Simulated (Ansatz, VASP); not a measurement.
# Ba: VASP beside Ansatz

```xyz
1
Lattice="0.0000 2.6691 2.6691 2.6691 0.0000 2.6691 2.6691 2.6691 0.0000" Properties=species:S:1:pos:R:3 pbc="T T T"
Ba    0.0000    0.0000    0.0000
```

Change from the starting cell: volume scaled by 0.65, LAPW.

Alike in both runs: task single point; functional PBEsol; k mesh 12 × 12 × 12; occupations fermi-dirac, width 0.08 eV; no spin polarisation.

|  | VASP | Ansatz |
| --- | --- | --- |
| version | VASP 6.6.1 | Ansatz 0.2.0 |
| potentials or method | VASP PAW PBE potentials, release 64 (Ba_sv), cutoff 520 eV | all-electron LAPW, scalar-relativistic |

Ansatz gave:

| Item | Value |
| --- | --- |
| pressure (GPa) | 5.7 |

Q: Estimate VASP's values.

A: Pressure (GPa): 6.4.

VASP's potentials were made for PBE, not for PBEsol. Ansatz ran all-electron here, and VASP with PAW potentials.

Neither program's run includes spin-orbit coupling.
